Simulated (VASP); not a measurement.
# BN (P6_3/mmc) in VASP: further runs, part 2 of 2

VASP 6.6.1. Earlier steps stand in the parts before.

## (3) Single point, revPBE

This run uses another cell than the first one, of 8.97 Å³/atom, 1.026 times its volume.

Contents of INCAR:

```
SYSTEM = BN
PREC     = Accurate       ! precision mode
ENCUT    = 600            ! plane-wave cutoff, eV
EDIFF    = 1E-6           ! SCF threshold, eV
ISMEAR   = 0              ! smearing method
SIGMA    = 0.01           ! smearing width, eV
LREAL    = .False.        ! projectors in reciprocal space
LASPH    = .True.         ! aspherical terms in the spheres
NELM     = 120            ! most SCF steps
ALGO     = Normal         ! electronic algorithm
ISIF     = 2              ! what is computed and relaxed
LWAVE    = .False.        ! write WAVECAR
LCHARG   = .True.         ! write CHGCAR
GGA      = RE             ! functional
LELF     = .True.         ! ELF
LVHAR    = .True.       
NBANDS   = 16             ! bands
GGA_COMPAT= .False.
```

Contents of KPOINTS:

```
regular mesh
0
Gamma
  8 8 3
  0 0 0
```

Contents of POSCAR:

```
BN
1.0
    2.4982400000      0.0000000000      0.0000000000
   -1.2491200000      2.1635400000      0.0000000000
    0.0000000000      0.0000000000      6.6357000000
B N
2 2
Direct
    0.3333333333      0.6666666667      0.2500000000
    0.6666666667      0.3333333333      0.7500000000
    0.3333333333      0.6666666667      0.7500000000
    0.6666666667      0.3333333333      0.2500000000
```

Potentials or basis: VASP PAW PBE potentials, release 64 (B, N).

Run with:

```console
cat potpaw_PBE.64/B/POTCAR potpaw_PBE.64/N/POTCAR > POTCAR
mpirun -np 1 vasp_std > vasp.out
```

OUTCAR:

```text
SYSTEM = BN
   PREC = Accurate
   ENCUT = 600
   EDIFF = 1E-6
   ISMEAR = 0
   LREAL = .False.
   LASPH = .True.
   NELM = 120
   ISIF = 2
   GGA = RE

 ion  position               nearest neighbor table
   1  0.333  0.667  0.250-   4 1.44   4 1.44   4 1.44
   2  0.667  0.333  0.750-   3 1.44   3 1.44   3 1.44
   3  0.333  0.667  0.750-   2 1.44   2 1.44   2 1.44
   4  0.667  0.333  0.250-   1 1.44   1 1.44   1 1.44

  LATTYP: Found a hexagonal cell.
 ALAT       =     2.4982400000
 C/A-ratio  =     2.6561499296

  Lattice vectors:

 A1 = (   2.4982400000,   0.0000000000,   0.0000000000)
 A2 = (  -1.2491200000,   2.1635400000,   0.0000000000)
 A3 = (   0.0000000000,   0.0000000000,   6.6357000000)

Analysis of symmetry for initial positions (statically):
=====================================================================
 Subroutine PRICEL returns:
 Original cell was already a primitive cell.

 Routine SETGRP: Setting up the symmetry group for a
 hexagonal supercell.

 Subroutine GETGRP returns: Found 24 space group operations
 (whereof 12 operations were pure point group operations)
 out of a pool of 24 trial point group operations.

The static configuration has the point symmetry D_3d.
 The point group associated with its full space group is D_6h.

Analysis of symmetry for dynamics (positions and initial velocities):
=====================================================================
 Subroutine PRICEL returns:
 Original cell was already a primitive cell.

 Routine SETGRP: Setting up the symmetry group for a
 hexagonal supercell.

 Subroutine GETGRP returns: Found 24 space group operations
 (whereof 12 operations were pure point group operations)
 out of a pool of 24 trial point group operations.

The dynamic configuration has the point symmetry D_3d.
 The point group associated with its full space group is D_6h.

 Subroutine INISYM returns: Found 24 space group operations
 (whereof 12 operations are pure point group operations),
 and found     1 'primitive' translations

----------------------------------------------------------------------------------------

                                     Primitive cell

  volume of cell :      35.8662

  direct lattice vectors                    reciprocal lattice vectors
     2.498240000  0.000000000  0.000000000     0.400281798  0.231102730  0.000000000
    -1.249120000  2.163540000  0.000000000     0.000000000  0.462205460  0.000000000
     0.000000000  0.000000000  6.635700000     0.000000000  0.000000000  0.150700002

  length of vectors
     2.498240000  2.498240602  6.635700000     0.462205571  0.462205460  0.150700002

  position of ions in fractional coordinates (direct lattice)
     0.333333333  0.666666667  0.250000000
     0.666666667  0.333333333  0.750000000
     0.333333333  0.666666667  0.750000000
     0.666666667  0.333333333  0.250000000

  ion indices of the primitive-cell ions
   primitive index   ion index
                 1           1
                 2           2
                 3           3
                 4           4

----------------------------------------------------------------------------------------
[... 24 lines left out ...]

 Following reciprocal coordinates:
            Coordinates               Weight
  0.000000  0.000000  0.000000      1.000000
  0.125000  0.000000  0.000000      6.000000
  0.250000  0.000000  0.000000      6.000000
  0.375000  0.000000  0.000000      6.000000
  0.500000  0.000000  0.000000      3.000000
  0.125000  0.125000  0.000000      6.000000
[... 12 lines left out ...]
  0.250000  0.250000  0.333333     12.000000
  0.375000  0.250000  0.333333     12.000000
   k-points           NKPTS =     20   k-points in BZ     NKDIM =     20   number of bands    NBANDS=     16
   number of dos      NEDOS =    301   number of ions     NIONS =      4
   total plane-waves  NPLWV =  21600
   dimension x,y,z NGX =    20 NGY =   20 NGZ =   54
   dimension x,y,z NGXF=    40 NGYF=   40 NGZF=  108
   ions per type =               2   2
   NGX,Y,Z   is equivalent  to a cutoff of  13.31, 13.31, 13.53 a.u.
   NGXF,Y,Z  is equivalent  to a cutoff of  26.62, 26.62, 27.06 a.u.
 SYSTEM =  BN
   PREC   = accura    normal or accurate (medium, high low for compatibility)
   ISTART =      0    job   : 0-new  1-cont  2-samecut
   ICHARG =      2    charge: 1-file 2-atom 10-const
   ISPIN  =      1    spin polarized calculation?
   LNONCOLLINEAR =      F non collinear calculations
   LSORBIT =      F    spin-orbit coupling
   LASPH  =      T    aspherical Exc in radial PAW
   ENCUT  =  600.0 eV  44.10 Ry    6.64 a.u.   4.99  4.99 13.25*2*pi/ulx,y,z
   NELM   =    120;   NELMIN=  2; NELMDL= -5     # of ELM steps
   EDIFF  = 0.1E-05   stopping-criterion for ELM
   LREAL  =      F    real-space projection
   EDIFFG = 0.1E-04   stopping-criterion for IOM
   NSW    =      0    number of steps for IOM
   IBRION =     -1    ionic relax: 0-MD 1-quasi-New 2-CG
   NFREE  =      0    steps in history (QN), initial steepest desc. (CG)
   ISIF   =      2    stress and relaxation
   ISYM   =      2    0-nonsym 1-usesym 2-fastsym
   POTIM  = 0.5000    time-step for ionic-motion
   TEBEG  =    0.0;   TEEND  =   0.0 temperature during run
   PSTRESS=    0.0 pullay stress
   NELECT =      16.0000    total number of electrons
   NUPDOWN=      -1.0000    fix difference up-down
   EMIN   =  10.00;   EMAX   =-10.00  energy-range for DOS
   EFERMI =   0.00;   METHOD = LEGACY
   ISMEAR =     0;   SIGMA  =   0.01  broadening in eV -4-tet -1-fermi 0-gaus
   EFERMI_NEDOS =   21; number of points for ismear=-14 and -15
   IALGO  =     38    algorithm
   IMIX   =      4    mixing-type and parameters
     AMIX     =   0.40;   BMIX     =  1.00
     AMIX_MAG =   1.60;   BMIX_MAG =  1.00
  volume/ion in A,a.u.               =       8.97        60.51
  Fermi-wavevector in a.u.,A,eV,Ry     =   1.250891  2.363842 21.289429  1.564729
  Thomas-Fermi vector in A             =   2.384864
   LORBIT       =      0    0 simple, 1 ext, 2 COOP (PROOUT), +10 PAW based schemes
   GGA     = RE    functional components
   LHFCALC =     F    Hartree Fock is set to
   AEXX    =    0.0000 exact exchange contribution
   IVDW    =     0    specifies the selected vdW correction
   LEPSILON=     F    determine dielectric tensor
   LRPA    =     F    only Hartree local field effects (RPA)
 non-spin polarized calculation
 Gauss-broadening in eV      SIGMA  =   0.01
  energy-cutoff  :      600.00
  volume of cell :       35.87
 maximum number of plane-waves:      1213
 NGX is ok and might be reduce to    20
   NGX =  9   NGY =  9   NGZ = 27

 number of electron      15.9999998 magnetization

 Free energy of the ion-electron system (eV)
  ---------------------------------------------------
  ext. energy  EPLUGINS =         0.00000000
  ---------------------------------------------------
  free energy    TOTEN  =       -33.92047318 eV

  energy without entropy =      -33.92047318  energy(sigma->0) =      -33.92047318

 E-fermi :   2.4692     XC(G=0):  -9.9081

 val. band max:        2.4158645791   @ k =   0.3750   0.2500   0.0000
 cond. band min:       6.7750994938   @ k =   0.5000   0.0000   0.0000
 fundamental gap:      4.3592349146
 Fermi energy:         2.4691664827

 k-point     1 :       0.0000    0.0000    0.0000
  band No.  band energies     occupation
      1     -15.4884      2.00000
      2     -15.2009      2.00000
      3      -3.7984      2.00000
      4      -1.7177      2.00000
      5       1.0975      2.00000
      6       1.0975      2.00000
[... 357 lines left out ...]
      3      -5.8355      2.00000
      4      -5.7853      2.00000
      5      -4.1774      2.00000
      6      -4.1458      2.00000
[... 8 lines left out ...]
     15      18.8502      0.00000
     16      19.3574      0.00000

------------------------ aborting loop because EDIFF is reached ----------------------------------------

  FORCE on cell =-STRESS in cart. coord.  units (eV):
  Direction    XX          YY          ZZ          XY          YZ          ZX
  --------------------------------------------------------------------------------------
  -------------------------------------------------------------------------------------
  Total        2.2077432      2.2077446      0.9848721      0.0000000      0.0000000      0.0000000
  in kB       98.6218853     98.6219487     43.9951296      0.0000000      0.0000000      0.0000000
  external PRESSURE =      80.4129879 kB  Pullay stress =       0.0000000 kB

 VOLUME and BASIS-vectors are now :
 -----------------------------------------------------------------------------
  energy-cutoff  :      600.00
  volume of cell :       35.87
      direct lattice vectors                 reciprocal lattice vectors
     2.498240000  0.000000000  0.000000000     0.400281798  0.231102730  0.000000000
    -1.249120000  2.163540000  0.000000000     0.000000000  0.462205460  0.000000000
     0.000000000  0.000000000  6.635700000     0.000000000  0.000000000  0.150700002

 POSITION                                       TOTAL-FORCE (eV/Angst)
 -----------------------------------------------------------------------------------
     -0.00000      1.44236      1.65892         0.000000      0.000000      0.000000
      1.24912      0.72118      4.97677        -0.000000     -0.000000      0.000000
     -0.00000      1.44236      4.97677         0.000000      0.000000      0.000000
      1.24912      0.72118      1.65892        -0.000000      0.000000      0.000000
 -----------------------------------------------------------------------------------
    total drift:                               -0.000000      0.000000      0.000000

  FREE ENERGIE OF THE ION-ELECTRON SYSTEM (eV)
  ---------------------------------------------------
  free  energy   TOTEN  =       -33.9204731775 eV

  energy  without entropy=      -33.9204731775  energy(sigma->0) =      -33.92047318
```

Wall time 6.4 s (1 thread of Intel Xeon 6975P-C (Granite Rapids), shared host); peak memory 0.15 GiB.

Results:

| Item | Value |
| --- | --- |
| Free energy | -33.9205 eV |
| Pressure | 8.0 GPa |
| Band gap on the k mesh | 4.36 eV, indirect (least direct gap 4.75 eV) |

Stress tensor (GPa, compression positive):
```
9.86 0.00 0.00
0.00 9.86 0.00
0.00 0.00 4.40
```

Levels at points of the mesh, in eV from the valence-band top:
```csv
k point,band 5,band 6,band 7,band 8,band 9,band 10,band 11,band 12
"(0.00, 0.00, 0.00)",-1.32,-1.32,-1.28,-1.28,5.45,10.51,11.63,11.63
"(0.50, 0.00, 0.00)",-4.15,-4.09,-1.44,-0.45,4.36,5.70,9.62,10.03
```

Caveat: the PAW data sets were made with another functional, which shifts forces and pressure a little; this functional lacks dispersion, which binds the layers, so the pressure and a relaxed spacing across them are unreliable.

## (4) Single point, revPBE

This run uses another cell than the first one, of 9.19 Å³/atom, 1.051 times its volume.

Edit INCAR of step 3 so:

```diff
@@ -12,6 +12,4 @@
 LWAVE    = .False.        ! write WAVECAR
-LCHARG   = .True.         ! write CHGCAR
+LCHARG   = .False.        ! write CHGCAR
 GGA      = RE             ! functional
-LELF     = .True.         ! ELF
-LVHAR    = .True.       
 NBANDS   = 16             ! bands
```

KPOINTS is that of step 3.

Contents of POSCAR:

```
BN
1.0
    2.5188875479      0.0000000000      0.0000000000
   -1.2594437740      2.1814213068      0.0000000000
    0.0000000000      0.0000000000      6.6905429829
B N
2 2
Direct
    0.3333333333      0.6666666667      0.2500000000
    0.6666666667      0.3333333333      0.7500000000
    0.3333333333      0.6666666667      0.7500000000
    0.6666666667      0.3333333333      0.2500000000
```

Run with:

```console
cat potpaw_PBE.64/B/POTCAR potpaw_PBE.64/N/POTCAR > POTCAR
mpirun -np 1 vasp_std > vasp.out
```

Run time: 5.9 s. Hardware: 1 thread of Intel Xeon 6975P-C (Granite Rapids), shared host; peak memory 0.15 GiB.

Results (log left out):

| Item | Value |
| --- | --- |
| Free energy | -33.9497 eV |
| Pressure | 1.9 GPa |
| Band gap on the k mesh | 4.33 eV, indirect (least direct gap 4.69 eV) |

Stress tensor (GPa, compression positive):
```
0.87 0.00 0.00
0.00 0.87 0.00
0.00 0.00 4.02
```

Levels at points of the mesh, in eV from the valence-band top:
```
           k point  band 5  band 6  band 7  band 8  band 9  band 10  band 11  band 12
(0.00, 0.00, 0.00)   -1.35   -1.35   -1.31   -1.31    5.40    10.33    11.43    11.43
(0.50, 0.00, 0.00)   -4.11   -4.05   -1.40   -0.44    4.33     5.61     9.39     9.77
```

Caveat: the PAW data sets were made with another functional, which shifts forces and pressure a little; this functional lacks dispersion, which binds the layers, so the pressure and a relaxed spacing across them are unreliable. A k mesh can miss the band edges.

## (5) Summary

```tsv
cell	gap on the mesh (eV)	pressure (GPa)
a = 2.477, b = 2.477, c = 6.580 Å, angles 90.0, 90.0, 120.0°, 4 atoms	4.39	14.9
a = 2.498, b = 2.498, c = 6.636 Å, angles 90.0, 90.0, 120.0°, 4 atoms	4.36	8.0
a = 2.519, b = 2.519, c = 6.691 Å, angles 90.0, 90.0, 120.0°, 4 atoms	4.33	1.9
```

Alike in all rows: task single point; level revPBE; potentials or basis VASP PAW PBE potentials, release 64 (B, N); no spin polarisation; k mesh 8 × 8 × 3; cutoff (eV) 600; smearing gaussian 0.01 eV.

Caveats: the PAW data sets were made with another functional, which shifts forces and pressure a little; this functional lacks dispersion, which binds the layers, so the pressure and a relaxed spacing across them are unreliable.

Total energies depend on the potentials used, so only differences within one code and one set of settings carry meaning.
